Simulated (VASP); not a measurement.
Write the native input for VASP 6.6.1 that does the following.

```
Task                   : single point
Functional             : BLYP
Potentials or basis    : VASP PAW PBE potentials, release 64 (Ag, I)
Cutoff                 : 500 eV
k mesh                 : 2 × 2 × 2
Occupations            : gaussian, width 0.1 eV
Spin                   : collinear spin, ferromagnetic start
Starting moments       : [0.0, -0.1] μB
Dipole correction      : no
Further INCAR settings : ALGO = Normal; EDIFF = 1e-06; NBANDS = 20
```

The structure of AgI lies in POSCAR:

```
AgI
1.0
    0.0000000000      3.2820957782      3.2820957782
    3.2820957782      0.0000000000      3.2820957782
    3.2820957782      3.2820957782      0.0000000000
Ag I
1 1
Direct
    0.0000000000      0.0000000000      0.0000000000
    0.7500000000      0.7500000000      0.7500000000
```

These files were run (other wordings do the same):

INCAR

```
  PREC = Accurate
  ENCUT = 500
  EDIFF = 1E-6
  ISMEAR = 0
  SIGMA = 0.1
  LREAL = False
  LASPH = True
  NELM = 200
  ALGO = Normal
  ISIF = 2
  LWAVE = False
  LCHARG = False
  ISPIN = 2
  MAGMOM = 0 -0.1
  LORBIT = 11
  LMAXMIX = 4
  GGA = B5
  ALDAX = 1.0
  AGGAX = 1.0
  AGGAC = 1.0
  ALDAC = 0.0
  NBANDS = 20
  GGA_COMPAT = False
```

KPOINTS

```
Automatic mesh
0
Gamma
  2 2 2
```

Potentials or basis: VASP PAW PBE potentials, release 64 (Ag, I).

Run with:

```sh
$ cat potpaw_PBE.64/Ag/POTCAR potpaw_PBE.64/I/POTCAR > POTCAR
$ mpirun -np 1 vasp_std > vasp.out
```

It gave:

The pressure is 5.8 GPa, the band gap on the k mesh is 1.24 eV, direct and the net moment is 0.00 μB per cell. The valence electrons inside the program's atomic spheres are Ag 9.79; I 4.38.

Caveat: the k points lie up to 0.83 Å⁻¹ apart; the PAW data sets were made with another functional, which shifts forces and pressure a little; spin-orbit coupling is left out, which moves the levels of the heavy elements.

It took 34 s on 1 thread of Intel Xeon 8259CL (shared host), peak memory 0.23 GiB.
